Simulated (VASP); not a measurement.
Wanted: the native input for a VASP 6.6.1 run.

```yaml
Task: single point
Functional: r2SCAN
Potentials_or_basis: VASP PAW PBE potentials, release 64 (Cd, S)
Cutoff: 520 eV
k_mesh: 5 × 5 × 5
Occupations: gaussian, width 0.01 eV
Spin: no spin polarisation
Dipole_correction: no
Further_INCAR_settings: ALGO = Normal; EDIFF = 1e-07; NBANDS = 16
```

CdS:

```
Cd S
1.0
     0.00000    2.72799    2.72799
     2.72799    0.00000    2.72799
     2.72799    2.72799    0.00000
Cd S
1 1
Direct
  0.00000 0.00000 0.00000
  0.50000 0.50000 0.50000
```

The input as run:

POSCAR

```
CdS
1.0
    0.0000000000      2.7279851511      2.7279851511
    2.7279851511      0.0000000000      2.7279851511
    2.7279851511      2.7279851511      0.0000000000
Cd S
1 1
Direct
    0.0000000000      0.0000000000      0.0000000000
    0.5000000000      0.5000000000      0.5000000000
```

INCAR.step1

```
  PREC = Accurate
  ENCUT = 520
  ISMEAR = 0
  SIGMA = 0.01
  LREAL = F
  LASPH = T
  NELM = 100
  NBANDS = 16
  GGA = PE
  ALGO = Normal
  EDIFF = 1E-4
  LWAVE = T
  LCHARG = F
```

INCAR.step2

```
  PREC = Accurate
  ENCUT = 520
  EDIFF = 1E-7
  ISMEAR = 0
  SIGMA = 0.01
  LREAL = F
  LASPH = T
  NELM = 100
  ALGO = Normal
  ISIF = 2
  LWAVE = F
  LCHARG = T
  METAGGA = R2SCAN
  LMIXTAU = T
  LELF = T
  LVHAR = T
  NBANDS = 16
  ISTART = 1
```

KPOINTS

```
Automatic mesh
0
Gamma
  5 5 5
```

Potentials or basis: VASP PAW PBE potentials, release 64 (Cd, S).

The run is started by

```sh
$ cat potpaw_PBE.64/Cd/POTCAR potpaw_PBE.64/S/POTCAR > POTCAR
$ cp INCAR.step1 INCAR
$ mpirun -np 1 vasp_std > vasp.out
$ cp INCAR.step2 INCAR
$ mpirun -np 1 vasp_std > vasp.out
```

It gave:

The pressure is 0.5 GPa and the band gap on the k mesh is 1.23 eV, indirect (least direct gap 2.34 eV).

Caveat: the PAW data sets were made with another functional, which shifts forces and pressure a little.

It took 24 s on 1 thread of Intel Xeon 6975P-C (shared host), peak memory 0.18 GiB.
